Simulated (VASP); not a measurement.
# C (Fd-3m) in VASP: vibrations by perturbation theory with LDA

Aim: the vibrations by perturbation theory of C with LDA.

All numbers are computed with VASP 6.6.1; they aren't measurements. Logs are shortened: lines on timing, memory, paths and dates and some standing lists are left out, and cuts for length are marked.

**1. The cell of the first run**

Symmetry: Fd-3m, No. 227, cubic system. The conventional cell has a = 3.567 Å, b = 3.567 Å, c = 3.567 Å, α = 90.00°, β = 90.00°, γ = 90.00°. Within 2.1 Å of C (site symmetry -43m) lie 4 C at 1.54 Å.

**2. Vibrations by perturbation theory, LDA**

File INCAR:

```
SYSTEM = C
PREC = Accurate
ENCUT = 520
EDIFF = 1E-8
ISMEAR = 0
SIGMA = 0.01
LREAL = .False.
LASPH = .True.
NELM = 60
ALGO = Normal
ISIF = 2
LWAVE = .False.
LCHARG = .True.
IBRION = 8
NSW = 1
LEPSILON = .True.
```

File KPOINTS:

```
Automatic mesh
0
Gamma
  12 12 12
  0 0 0
```

File POSCAR:

```
C
1.0
    0.0000000000      1.7834000000      1.7834000000
    1.7834000000      0.0000000000      1.7834000000
    1.7834000000      1.7834000000      0.0000000000
C
2
Direct
    0.5000000000      0.5000000000      0.5000000000
    0.7500000000      0.7500000000      0.7500000000
```

Potentials or basis: VASP PAW LDA potentials, release 64 (C).

Started as:

```
cat potpaw_LDA.64/C/POTCAR > POTCAR
mpirun -np 1 vasp_std > vasp.out
```

OUTCAR:

```text
SYSTEM = C
   PREC = Accurate
   ENCUT = 520
   EDIFF = 1E-8
   ISMEAR = 0
   LREAL = .False.
   LASPH = .True.
   NELM = 60
   ISIF = 2
   IBRION = 8
   NSW = 1
   LEPSILON = .True.

 ion  position               nearest neighbor table
   1  0.500  0.500  0.500-   2 1.54   2 1.54   2 1.54   2 1.54
   2  0.750  0.750  0.750-   1 1.54   1 1.54   1 1.54   1 1.54

  LATTYP: Found a face centered cubic cell.
 ALAT       =     3.5668000000

  Lattice vectors:

 A1 = (   0.0000000000,   1.7834000000,   1.7834000000)
 A2 = (   1.7834000000,   0.0000000000,   1.7834000000)
 A3 = (   1.7834000000,   1.7834000000,   0.0000000000)

Analysis of symmetry for initial positions (statically):
=====================================================================
 Subroutine PRICEL returns:
 Original cell was already a primitive cell.

 Routine SETGRP: Setting up the symmetry group for a
 face centered cubic supercell.

 Subroutine GETGRP returns: Found 48 space group operations
 (whereof 24 operations were pure point group operations)
 out of a pool of 48 trial point group operations.

The static configuration has the point symmetry T_d .
 The point group associated with its full space group is O_h .

Analysis of symmetry for dynamics (positions and initial velocities):
=====================================================================
 Subroutine PRICEL returns:
 Original cell was already a primitive cell.

 Routine SETGRP: Setting up the symmetry group for a
 face centered cubic supercell.

 Subroutine GETGRP returns: Found 48 space group operations
 (whereof 24 operations were pure point group operations)
 out of a pool of 48 trial point group operations.

The dynamic configuration has the point symmetry T_d .
 The point group associated with its full space group is O_h .

 Subroutine INISYM returns: Found 48 space group operations
 (whereof 24 operations are pure point group operations),
 and found     1 'primitive' translations

----------------------------------------------------------------------------------------

                                     Primitive cell

  volume of cell :      11.3443

  direct lattice vectors                    reciprocal lattice vectors
     0.000000000  1.783400000  1.783400000    -0.280363351  0.280363351  0.280363351
     1.783400000  0.000000000  1.783400000     0.280363351 -0.280363351  0.280363351
     1.783400000  1.783400000  0.000000000     0.280363351  0.280363351 -0.280363351

  length of vectors
     2.522108467  2.522108467  2.522108467     0.485603568  0.485603568  0.485603568

  position of ions in fractional coordinates (direct lattice)
     0.500000000  0.500000000  0.500000000
     0.750000000  0.750000000  0.750000000

  ion indices of the primitive-cell ions
   primitive index   ion index
                 1           1
                 2           2

----------------------------------------------------------------------------------------

 KPOINTS: Automatic mesh

Automatic generation of k-mesh.
 Grid dimensions read from file:
[... 411 lines left out ...]
 ------------------------------------------------------
           5.985950     0.000000    -0.000000
           0.000000     5.985950    -0.000000
           0.000000     0.000000     5.985950
 ------------------------------------------------------

 Free energy of the ion-electron system (eV)
  ---------------------------------------------------
  ---------------------------------------------------
  free energy    TOTEN  =        -0.15958686 eV

  energy without entropy =       -0.15958686

------------------------ aborting loop because EDIFF is reached ----------------------------------------

--------------------------------------- Ionic step        2  -------------------------------------------

------------------------ aborting loop because EDIFF is reached ----------------------------------------

--------------------------------------- Ionic step        3  -------------------------------------------

------------------------ aborting loop because EDIFF is reached ----------------------------------------

 PIEZOELECTRIC TENSOR FIELD DIRECTION 3  (e Angst)
 -----------------------------------------------------------------------------
    -0.00010  0.00000  0.00000           ( -0.00000  0.00000  0.00000)
     0.00000 -0.00010  0.00000           (  0.00000 -0.00000  0.00000)
     0.00000  0.00000 -0.00024           (  0.00000  0.00000 -0.00001)

 PIEZOELECTRIC TENSOR FIELD DIRECTION 3  (C/m^2)
 -----------------------------------------------------------------------------
    -0.00014  0.00000  0.00000
     0.00000 -0.00014  0.00000
     0.00000  0.00000 -0.00034

--------------------------------------- Ionic step        4  -------------------------------------------

 Free energy of the ion-electron system (eV)
  ---------------------------------------------------
  ---------------------------------------------------
  free energy    TOTEN  =        -0.11069693 eV

  energy without entropy =       -0.11069693

------------------------ aborting loop because EDIFF is reached ----------------------------------------

 INTERNAL STRAIN TENSOR  FOR ION    1  DIRECTION 1   (eV/Angst):
 -----------------------------------------------------------------------------
     0.00494  0.00000  0.00000
     0.00000 -0.00200  2.64811
     0.00000  2.64811 -0.00200

 MACROSCOPIC STATIC DIELECTRIC TENSOR (including local field effects in DFT)
 ------------------------------------------------------
           5.805971    -0.000000     0.000000
          -0.000000     5.805971     0.000000
          -0.000000     0.000000     5.805971
 ------------------------------------------------------

 PIEZOELECTRIC TENSOR (including local field effects)  for field in x, y, z        (e  Angst)
          XX          YY          ZZ          XY          YZ          ZX
  --------------------------------------------------------------------------------
  x    -0.00000    -0.00000    -0.00000     0.00000     0.00000     0.00000
  y    -0.00000    -0.00000     0.00000     0.00000     0.00000    -0.00000
  z     0.00000     0.00000     0.00000     0.00000     0.00000     0.00000

 PIEZOELECTRIC TENSOR (including local field effects)  for field in x, y, z        (C/m^2)
          XX          YY          ZZ          XY          YZ          ZX
  --------------------------------------------------------------------------------
  x    -0.00000    -0.00000    -0.00000     0.00000     0.00000     0.00000
  y    -0.00000    -0.00000     0.00000     0.00000     0.00000    -0.00000
  z     0.00000     0.00000     0.00000     0.00000     0.00000     0.00000

 BORN EFFECTIVE CHARGES (including local field effects) (in |e|, cummulative output)
 ---------------------------------------------------------------------------------
 ion    1
    1     0.00000    -0.00000     0.00000
    2    -0.00000     0.00000     0.00000
    3    -0.00000     0.00000     0.00000
 ion    2
    1    -0.00000     0.00000    -0.00000
    2     0.00000    -0.00000    -0.00000
    3     0.00000    -0.00000    -0.00000

 INTERNAL STRAIN TENSOR FOR ION    2 for displacements in x,y,z  (eV/Angst):
          X           Y           Z          XY          YZ          ZX
  --------------------------------------------------------------------------------
  x    -0.00000     0.00000     0.00000     0.00000    -2.64811     0.00000
  y     0.00000     0.00000     0.00000     0.00000     0.00000    -2.64811
  z     0.00000     0.00000    -0.00000    -2.64811     0.00000     0.00000

 SECOND DERIVATIVES (NOT SYMMETRIZED)
 ------------------------------------
               1X          1Y          1Z          2X          2Y          2Z
  1X   -36.592102    0.000000    0.000000   36.592102    0.000000    0.000000
  1Y     0.000000  -36.592102    0.000000    0.000000   36.592102    0.000000
  1Z     0.000000    0.000000  -36.592102    0.000000    0.000000   36.592102
  2X    36.592102    0.000000    0.000000  -36.592102    0.000000    0.000000
  2Y     0.000000   36.592102    0.000000    0.000000  -36.592102    0.000000
  2Z     0.000000    0.000000   36.592102    0.000000    0.000000  -36.592102

 Eigenvectors and eigenvalues of the dynamical matrix
 ----------------------------------------------------

   1 f  =   38.589559 THz   242.465352 2PiTHz 1287.209146 cm-1   159.593522 meV
             X         Y         Z           dx          dy          dz
      1.783400  1.783400  1.783400     0.000000   -0.707107    0.000000
      2.675100  2.675100  2.675100     0.000000    0.707107    0.000000
[... 21 lines left out ...]
   6 f  =    0.000000 THz     0.000000 2PiTHz    0.000000 cm-1     0.000000 meV
             X         Y         Z           dx          dy          dz
      1.783400  1.783400  1.783400     0.000000    0.000000    0.707107
      2.675100  2.675100  2.675100     0.000000    0.000000    0.707107

--------------------------------------------------------------------------------------------------------

 MACROSCOPIC STATIC DIELECTRIC TENSOR IONIC CONTRIBUTION
 ------------------------------------------------------
           0.000000    -0.000000    -0.000000
          -0.000000     0.000000     0.000000
          -0.000000     0.000000     0.000000
 ------------------------------------------------------

 ELASTIC MODULI CONTR FROM IONIC RELAXATION (kBar)
 Direction    XX          YY          ZZ          XY          YZ          ZX
 --------------------------------------------------------------------------------
 XX          -0.0000      0.0000      0.0000      0.0000     -0.0000      0.0000
 YY           0.0000     -0.0000     -0.0000      0.0000      0.0000      0.0000
 ZZ           0.0000     -0.0000     -0.0000     -0.0000      0.0000      0.0000
 XY           0.0000      0.0000     -0.0000    -27.0657      0.0000      0.0000
 YZ          -0.0000      0.0000      0.0000      0.0000    -27.0657      0.0000
 ZX           0.0000      0.0000      0.0000      0.0000      0.0000    -27.0657
 --------------------------------------------------------------------------------

 PIEZOELECTRIC TENSOR IONIC CONTR  for field in x, y, z        (C/m^2)
          XX          YY          ZZ          XY          YZ          ZX
  --------------------------------------------------------------------------------
  x     0.00000    -0.00000    -0.00000     0.00000     0.00000    -0.00000
  y    -0.00000    -0.00000    -0.00000     0.00000    -0.00000     0.00000
  z    -0.00000    -0.00000     0.00000     0.00000    -0.00000     0.00000
```

Run time: 2.7 min. Hardware: 1 thread of Intel Xeon 8259CL, shared host; peak memory 0.18 GiB.

What came out:

```yaml
Electronic_dielectric_tensor_diagonal: 5.81
Born_charges_mean_of_the_diagonal: C +0.00 e
Highest_phonon_frequency_at_Γ: 1287 cm⁻¹
```

Phonon frequencies in cm⁻¹ (negative: imaginary):
```tsv
q point	frequencies
(0.000, 0.000, 0.000)	0 0 0 1287 1287 1287
```

Electronic dielectric tensor:
```
5.81 0.00 0.00
0.00 5.81 0.00
0.00 0.00 5.81
```

Born effective charge tensors (e):
atom 1, C
```
0.00 0.00 0.00
0.00 0.00 0.00
0.00 0.00 0.00
```
atom 2, C
```
0.00 0.00 0.00
0.00 0.00 0.00
0.00 0.00 0.00
```

Caveat: the cell wasn't relaxed at this level first, which shifts response properties.
